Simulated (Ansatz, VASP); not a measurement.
## Nb in VASP and in Ansatz

```
CELL_PARAMETERS angstrom
2.24633 -3.80712 0.00000
2.24633 3.80712 0.00000
0.00000 0.00000 4.49864
ATOMIC_POSITIONS crystal
Nb 0.15250 0.84750 0.07850
Nb 0.65250 0.34750 0.42150
Nb 0.84750 0.15250 0.92150
Nb 0.34750 0.65250 0.57850
```

Alike in both runs: task single point; functional PBEsol; k mesh 6 × 6 × 4; occupations gaussian, width 0.1 eV; no spin polarisation.

|  | VASP | Ansatz |
| --- | --- | --- |
| version | VASP 6.6.1 | Ansatz 0.2.0 |
| potentials or method | VASP PAW PBE potentials, release 64 (Nb_sv), cutoff 520 eV | scalar-relativistic, plane waves, PAW |
| valence electrons in the cell | 52 | 52 |

|  | VASP | Ansatz | Ansatz less VASP |
| --- | --- | --- | --- |
| gap on the k mesh at the Fermi level (eV) | none | none | - |
| pressure (GPa) | 10.9 | 11.0 | +0.12 |
| traceless stress, the component that is largest in VASP (GPa) | -9.98 | -9.93 | +0.050 |
| rms of the force components (eV/Å) | 0.450 | 0.431 | -0.0187 |

VASP's potentials were made for PBE, not for PBEsol. Atom by atom the forces differ by 0.019 eV/Å (rms over components). A gap of «none» marks a metal or a gap that the smearing closes.
